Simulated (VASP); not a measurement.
Wanted: the native input for a VASP 6.6.1 run.

* Task: single point
* Functional: PBE
* Potentials or basis: VASP PAW PBE potentials, release 64 (Ti_sv, O)
* Cutoff: 520 eV
* k mesh: 3 × 3 × 2
* Occupations: gaussian, width 0.05 eV
* Spin: collinear spin, zero start
* Starting moments: [0.0, 0.0, 0.0, 0.0, 0.0, 0.0, 0.0, 0.0, 0.0, 0.0, 0.0, 0.0, 0.0, 0.0, 0.0, 0.0, 0.0, 0.0, 0.0] μB
* Dipole correction: no
* Further INCAR settings: LREAL = Auto; ALGO = Normal; EDIFF = 1e-06; NBANDS = 94

The structure of Ti6O13 (a cell with a defect) lies in POSCAR:

```
Ti6O13
1.0
   -2.9684730000     -4.7076070000      0.0000000000
    2.9680560000     -4.7076070000      0.0000000000
    1.4835700000      0.2423530000      7.0834650000
Ti O
6 13
Direct
    0.8757436386      0.5961136175      0.6750175232
    0.1188565968      0.4379240326      0.3328879298
    0.4803543829      0.5020453124     -0.0036901432
    0.4151808068      0.0946860422      0.6996148072
    0.5940683298      0.9006058239      0.2856928071
    1.0053653407      0.0233114895      0.0017175210
    0.7926030866      0.3799016544      0.8664036598
    0.0486545621      0.2724619372      0.5518738358
    0.7251452598      0.5844467772      0.1963030805
    0.2706158329      0.4033652536      0.8315105672
    0.9387940526      0.7613033442      0.4487437998
    0.1918813513      0.6438344123      0.1342437635
    0.3162882297      0.8820833307      0.8763842272
    0.5223869762      0.7856051148      0.5529443570
    0.2011728302      0.1190535338      0.1961266132
    0.7992229203      0.8993084935      0.8092302284
    0.5148591182      0.1874131974      0.4622475018
    0.6854104514      0.1225119589      0.1249796533
    0.4214639289      0.4514485068      0.5003969103
```

The input as run:

INCAR

```
SYSTEM = Ti6O13
PREC = Accurate
ENCUT = 520
EDIFF = 1E-6
ISMEAR = 0
SIGMA = 0.05
LREAL = Auto
LASPH = .TRUE.
NELM = 150
ALGO = Normal
ISIF = 2
LWAVE = .FALSE.
LCHARG = .FALSE.
ISPIN = 2
MAGMOM = 0 0 0 0 0 0 0 0 0 0 0 0 0 0 0 0 0 0 0
LORBIT = 11
LMAXMIX = 4
GGA = PE
NBANDS = 94
```

KPOINTS

```
Automatic mesh
0
G
  3 3 2
  0 0 0
```

Potentials or basis: VASP PAW PBE potentials, release 64 (Ti_sv, O).

Run with:

```bash
$ cat potpaw_PBE.64/Ti_sv/POTCAR potpaw_PBE.64/O/POTCAR > POTCAR
$ mpirun -np 1 vasp_std > vasp.out
```

Results of the run:

```json
{"Pressure": "10.9 GPa", "Largest force": "0.431 eV/Å", "Band gap on the k mesh": "1.76 eV", "Net moment": "0.00 μB per cell", "Valence electrons inside the program's atomic spheres": "Ti 10.32, 10.31, 10.29, 10.38, 10.24 (each value once); O 5.08, 5.06, 5.09, 5.07, 5.05, 4.93 (each value once)"}
```

Caveat: the k points lie up to 0.44 Å⁻¹ apart.

Wall time 16 min on 1 thread of Intel(R) Xeon(R) Platinum 8488C (Sapphire Rapids) (shared host), peak memory 0.49 GiB.
